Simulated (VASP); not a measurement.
# Al2O3 (R-3c) in VASP: notebook, part 3 of 3

VASP 6.6.1. Earlier steps stand in the parts before.

### 5 Single point, PBE (8.76 Å³/atom)

The input, INCAR:

```
SYSTEM = Al2O3
PREC = Accurate
ENCUT = 520
EDIFF = 1E-6
ISMEAR = 0
SIGMA = 0.05
LREAL = .FALSE.
LASPH = .TRUE.
NELM = 80
ALGO = Normal
ISIF = 2
LWAVE = .FALSE.
LCHARG = .FALSE.
GGA = PE
NBANDS = 35
```

The input, KPOINTS:

```
Automatic mesh
0
G
  6 6 6
  0 0 0
```

The input, POSCAR:

```
Al2O3
1.0
    2.4473118622      1.4129561624      4.2206340375
   -2.4473118622      1.4129561624      4.2206340375
    0.0000000000     -2.8259123249      4.2206340375
Al O
4 6
Direct
    0.8521293568      0.8521293568      0.8521293568
    0.6478706432      0.6478706432      0.6478706432
    0.1478706432      0.1478706432      0.1478706432
    0.3521293568      0.3521293568      0.3521293568
    0.0561574040      0.4438425960      0.7500000000
    0.7500000000      0.0561574040      0.4438425960
    0.4438425960      0.7500000000      0.0561574040
    0.9438425960      0.5561574040      0.2500000000
    0.2500000000      0.9438425960      0.5561574040
    0.5561574040      0.2500000000      0.9438425960
```

Potentials or basis: VASP PAW PBE potentials, release 64 (Al, O).

Run with:

```
$ cat potpaw_PBE.64/Al/POTCAR potpaw_PBE.64/O/POTCAR > POTCAR
$ mpirun -np 1 vasp_std > vasp.out
```

OUTCAR:

```text
SYSTEM = Al2O3
   PREC = Accurate
   ENCUT = 520
   EDIFF = 1E-6
   ISMEAR = 0
   LREAL = .FALSE.
   LASPH = .TRUE.
   NELM = 80
   ISIF = 2
   GGA = PE

 ion  position               nearest neighbor table
   1  0.852  0.852  0.852-   9 1.89  10 1.89   8 1.89   7 1.98   5 1.98   6 1.98   2 2.59   3 2.87
                             3 2.87   3 2.87   2 3.26   2 3.26   2 3.26
   2  0.648  0.648  0.648-  10 1.89   9 1.89   8 1.89   6 1.98   5 1.98   7 1.98   1 2.59   4 2.87
                             4 2.87   4 2.87   1 3.26   1 3.26   1 3.26
   3  0.148  0.148  0.148-   6 1.89   7 1.89   5 1.89  10 1.98   8 1.98   9 1.98   4 2.59   1 2.87
                             1 2.87   1 2.87   4 3.26   4 3.26   4 3.26
   4  0.352  0.352  0.352-   7 1.89   6 1.89   5 1.89   9 1.98   8 1.98  10 1.98   3 2.59   2 2.87
                             2 2.87   2 2.87   3 3.26   3 3.26   3 3.26
   5  0.056  0.444  0.750-   3 1.89   4 1.89   1 1.98   2 1.98
   6  0.750  0.056  0.444-   3 1.89   4 1.89   2 1.98   1 1.98
   7  0.444  0.750  0.056-   4 1.89   3 1.89   1 1.98   2 1.98
   8  0.944  0.556  0.250-   1 1.89   2 1.89   3 1.98   4 1.98
   9  0.250  0.944  0.556-   1 1.89   2 1.89   4 1.98   3 1.98
  10  0.556  0.250  0.944-   2 1.89   1 1.89   3 1.98   4 1.98

  LATTYP: Found a trigonal (rhomboedric) cell.
 ALAT       =     5.0793239852
 COS(alpha) =     0.5357020184

  Lattice vectors:

 A1 = (   2.4473118622,   1.4129561624,   4.2206340375)
 A2 = (  -2.4473118622,   1.4129561624,   4.2206340375)
 A3 = (   0.0000000000,  -2.8259123249,   4.2206340375)

Analysis of symmetry for initial positions (statically):
=====================================================================
 Subroutine PRICEL returns:
 Original cell was already a primitive cell.

 Routine SETGRP: Setting up the symmetry group for a
 trigonal (rhombohedral) supercell.

 Subroutine GETGRP returns: Found 12 space group operations
 (whereof  6 operations were pure point group operations)
 out of a pool of 12 trial point group operations.

The static configuration has the point symmetry S_6 .
 The point group associated with its full space group is D_3d.

Analysis of symmetry for dynamics (positions and initial velocities):
=====================================================================
 Subroutine PRICEL returns:
 Original cell was already a primitive cell.

 Routine SETGRP: Setting up the symmetry group for a
 trigonal (rhombohedral) supercell.

 Subroutine GETGRP returns: Found 12 space group operations
 (whereof  6 operations were pure point group operations)
 out of a pool of 12 trial point group operations.

The dynamic configuration has the point symmetry S_6 .
 The point group associated with its full space group is D_3d.

 Subroutine INISYM returns: Found 12 space group operations
 (whereof  6 operations are pure point group operations),
 and found     1 'primitive' translations

----------------------------------------------------------------------------------------

                                     Primitive cell

  volume of cell :      87.5683

  direct lattice vectors                    reciprocal lattice vectors
     2.447311862  1.412956162  4.220634037     0.204305797  0.117956007  0.078977076
    -2.447311862  1.412956162  4.220634037    -0.204305797  0.117956007  0.078977076
     0.000000000 -2.825912325  4.220634037     0.000000000 -0.235912014  0.078977076

[... 83 lines left out ...]
   total plane-waves  NPLWV =  64000
   dimension x,y,z NGX =    40 NGY =   40 NGZ =   40
   dimension x,y,z NGXF=    80 NGYF=   80 NGZF=   80
   ions per type =               4   6
   NGX,Y,Z   is equivalent  to a cutoff of  13.09, 13.09, 13.09 a.u.
   NGXF,Y,Z  is equivalent  to a cutoff of  26.18, 26.18, 26.18 a.u.
 SYSTEM =  Al2O3
   PREC   = accura    normal or accurate (medium, high low for compatibility)
   ISTART =      0    job   : 0-new  1-cont  2-samecut
   ICHARG =      2    charge: 1-file 2-atom 10-const
   ISPIN  =      1    spin polarized calculation?
   LNONCOLLINEAR =      F non collinear calculations
   LSORBIT =      F    spin-orbit coupling
   LASPH  =      T    aspherical Exc in radial PAW
   ENCUT  =  520.0 eV  38.22 Ry    6.18 a.u.   9.44  9.44  9.44*2*pi/ulx,y,z
   NELM   =     80;   NELMIN=  2; NELMDL= -5     # of ELM steps
   EDIFF  = 0.1E-05   stopping-criterion for ELM
   LREAL  =      F    real-space projection
   EDIFFG = 0.1E-04   stopping-criterion for IOM
   NSW    =      0    number of steps for IOM
   IBRION =     -1    ionic relax: 0-MD 1-quasi-New 2-CG
   NFREE  =      0    steps in history (QN), initial steepest desc. (CG)
   ISIF   =      2    stress and relaxation
   ISYM   =      2    0-nonsym 1-usesym 2-fastsym
   POTIM  = 0.5000    time-step for ionic-motion
   TEBEG  =    0.0;   TEEND  =   0.0 temperature during run
   PSTRESS=    0.0 pullay stress
   NELECT =      48.0000    total number of electrons
   NUPDOWN=      -1.0000    fix difference up-down
   EMIN   =  10.00;   EMAX   =-10.00  energy-range for DOS
   EFERMI =   0.00;   METHOD = LEGACY
   ISMEAR =     0;   SIGMA  =   0.05  broadening in eV -4-tet -1-fermi 0-gaus
   EFERMI_NEDOS =   21; number of points for ismear=-14 and -15
   IALGO  =     38    algorithm
   IMIX   =      4    mixing-type and parameters
     AMIX     =   0.40;   BMIX     =  1.00
     AMIX_MAG =   1.60;   BMIX_MAG =  1.00
  volume/ion in A,a.u.               =       8.76        59.09
  Fermi-wavevector in a.u.,A,eV,Ry     =   1.339799  2.531853 24.423286  1.795061
  Thomas-Fermi vector in A             =   2.468162
   LORBIT       =      0    0 simple, 1 ext, 2 COOP (PROOUT), +10 PAW based schemes
   GGA     = PE    functional components
   LHFCALC =     F    Hartree Fock is set to
   AEXX    =    0.0000 exact exchange contribution
   IVDW    =     0    specifies the selected vdW correction
   LEPSILON=     F    determine dielectric tensor
   LRPA    =     F    only Hartree local field effects (RPA)
 non-spin polarized calculation
 Gauss-broadening in eV      SIGMA  =   0.05
  energy-cutoff  :      520.00
  volume of cell :       87.57
 maximum number of plane-waves:      2384
 NGX is ok and might be reduce to    40
   NGX = 19   NGY = 19   NGZ = 19

 number of electron      47.9999988 magnetization

 Free energy of the ion-electron system (eV)
  ---------------------------------------------------
  ext. energy  EPLUGINS =         0.00000000
  ---------------------------------------------------
  free energy    TOTEN  =       -74.61073026 eV

  energy without entropy =      -74.61073026  energy(sigma->0) =      -74.61073026

 E-fermi :   6.4287     XC(G=0): -11.5463

 val. band max:        6.1270818487   @ k =   0.0000   0.0000   0.0000
 cond. band min:      11.5392311118   @ k =   0.0000   0.0000   0.0000
 fundamental gap:      5.4121492630
 Fermi energy:         6.4286979723

 k-point     1 :       0.0000    0.0000    0.0000
  band No.  band energies     occupation
      1     -13.1889      2.00000
      2     -10.7596      2.00000
      3     -10.7596      2.00000
      4     -10.7495      2.00000
      5     -10.4138      2.00000
      6     -10.4138      2.00000
[... 901 lines left out ...]
     34      18.9882      0.00000
     35      19.0489      0.00000

 [... further k-points ...]

------------------------ aborting loop because EDIFF is reached ----------------------------------------

  FORCE on cell =-STRESS in cart. coord.  units (eV):
  Direction    XX          YY          ZZ          XY          YZ          ZX
  --------------------------------------------------------------------------------------
  -------------------------------------------------------------------------------------
  Total       -3.9979178     -3.9979178      7.2252117      0.0000000     -0.0000000      0.0000000
  in kB      -73.1471640    -73.1471640    132.1947497      0.0000000     -0.0000000      0.0000000
  external PRESSURE =      -4.6998595 kB  Pullay stress =       0.0000000 kB

 VOLUME and BASIS-vectors are now :
 -----------------------------------------------------------------------------
  energy-cutoff  :      520.00
  volume of cell :       87.57
      direct lattice vectors                 reciprocal lattice vectors
     2.447311862  1.412956162  4.220634037     0.204305797  0.117956007  0.078977076
    -2.447311862  1.412956162  4.220634037    -0.204305797  0.117956007  0.078977076
     0.000000000 -2.825912325  4.220634037     0.000000000 -0.235912014  0.078977076

 POSITION                                       TOTAL-FORCE (eV/Angst)
 -----------------------------------------------------------------------------------
      0.00000     -0.00000     10.78958         0.000000     -0.000000      0.406543
      0.00000     -0.00000      8.20327         0.000000      0.000000     -0.406543
      0.00000     -0.00000      1.87232         0.000000      0.000000     -0.406543
      0.00000     -0.00000      4.45863         0.000000     -0.000000      0.406543
     -0.94879     -1.41296      5.27579        -0.104707      0.000000      0.000000
      1.69805     -0.11520      5.27579         0.052353     -0.090679      0.000000
     -0.74926      1.52815      5.27579         0.052353      0.090679      0.000000
      0.94879      1.41296      7.38611         0.104707      0.000000      0.000000
     -1.69805      0.11520      7.38611        -0.052353      0.090679      0.000000
      0.74926     -1.52815      7.38611        -0.052353     -0.090679      0.000000
 -----------------------------------------------------------------------------------
    total drift:                                0.000000      0.000000     -0.000000

  FREE ENERGIE OF THE ION-ELECTRON SYSTEM (eV)
  ---------------------------------------------------
  free  energy   TOTEN  =       -74.6107302568 eV

  energy  without entropy=      -74.6107302568  energy(sigma->0) =      -74.61073026
```

Wall time 2.9 min (1 thread of Intel Xeon 8259CL, shared host); peak memory 0.26 GiB.

Results:

```
Free energy            : -74.6107 eV
Pressure               : -0.5 GPa
Largest force          : 0.407 eV/Å
Band gap on the k mesh : 5.41 eV
```

Forces on the atoms (eV/Å):
```
Al   0.000  0.000  0.407
Al   0.000  0.000 -0.407
Al   0.000  0.000 -0.407
Al   0.000  0.000  0.407
O   -0.105  0.000  0.000
O    0.052 -0.091  0.000
O    0.052  0.091  0.000
O    0.105  0.000  0.000
O   -0.052  0.091  0.000
O   -0.052 -0.091  0.000
```

Stress tensor (GPa, compression positive):
```
-7.31  0.00  0.00
 0.00 -7.31  0.00
 0.00  0.00 13.22
```

Levels at points of the mesh, in eV from the valence-band top:
```csv
k point,band 20,band 21,band 22,band 23,band 24,band 25,band 26,band 27,band 28,band 29
"(0.00, 0.00, 0.00)",-0.75,-0.75,-0.49,-0.49,0.00,5.41,8.19,10.20,10.55,11.52
"(0.50, 0.00, 0.00)",-1.51,-1.11,-1.11,-0.45,-0.45,8.65,8.65,9.12,9.12,11.02
"(0.50, 0.50, 0.00)",-1.40,-1.29,-1.27,-0.84,-0.43,8.71,9.07,9.14,9.74,10.38
"(0.50, 0.50, 0.50)",-2.13,-0.83,-0.83,-0.83,-0.83,7.81,7.81,10.61,10.61,11.36
```

Caveat: the stress differs along the axes, from -7 to 13 GPa.

### 6 The runs side by side

| cell | gap on the mesh (eV) | pressure (GPa) | largest force (eV/Å) |
| --- | --- | --- | --- |
| a = 5.347 Å, angles 51.9°, 10 atoms | 5.51 | 1.3 | 0.37 |
| a = 5.234 Å, angles 54.2°, 10 atoms | 5.81 | 0.3 | 0.15 |
| a = 5.032 Å, angles 58.8°, 10 atoms | 5.16 | -0.5 | 0.65 |
| a = 5.079 Å, angles 57.6°, 10 atoms | 5.41 | -0.5 | 0.41 |

Alike in all rows: task single point; level PBE; potentials or basis VASP PAW PBE potentials, release 64 (Al, O); no spin polarisation; k mesh 6 × 6 × 6; cutoff (eV) 520; smearing gaussian 0.05 eV.

Caveats: the stress differs along the axes, from -20 to 12 GPa (at least some runs); the stress differs along the axes, from -7 to 4 GPa (at least some runs); the stress differs along the axes, from -11 to 20 GPa (at least some runs); the stress differs along the axes, from -7 to 13 GPa (at least some runs).

Total energies depend on the potentials used, so only differences within one code and one set of settings carry meaning.

### 7 How close it comes

Step 3. Against the measured gap of Al2O3, 8.7 eV (optical; quoted in “Multi-petahertz electron interference in Cr:Al2O3 solid-state material”, 2018, pmc:5906618), the calculated 5.81 eV is off by -2.89 eV. The value is that of PBE, without temperature or zero-point motion. Semilocal functionals fall short of measured gaps as a rule.

Step 4. Against the measured gap of Al2O3, 8.7 eV (optical; quoted in “Multi-petahertz electron interference in Cr:Al2O3 solid-state material”, 2018, pmc:5906618), the calculated 5.16 eV is off by -3.54 eV. The value is that of PBE on a finite k mesh, which can miss the band edges, without temperature or zero-point motion. Semilocal functionals fall short of measured gaps as a rule.

Step 5. Against the measured gap of Al2O3, 8.7 eV (optical; quoted in “Multi-petahertz electron interference in Cr:Al2O3 solid-state material”, 2018, pmc:5906618), the calculated 5.41 eV is off by -3.29 eV. The value is that of PBE on a finite k mesh, which can miss the band edges, without temperature or zero-point motion. Semilocal functionals fall short of measured gaps as a rule.
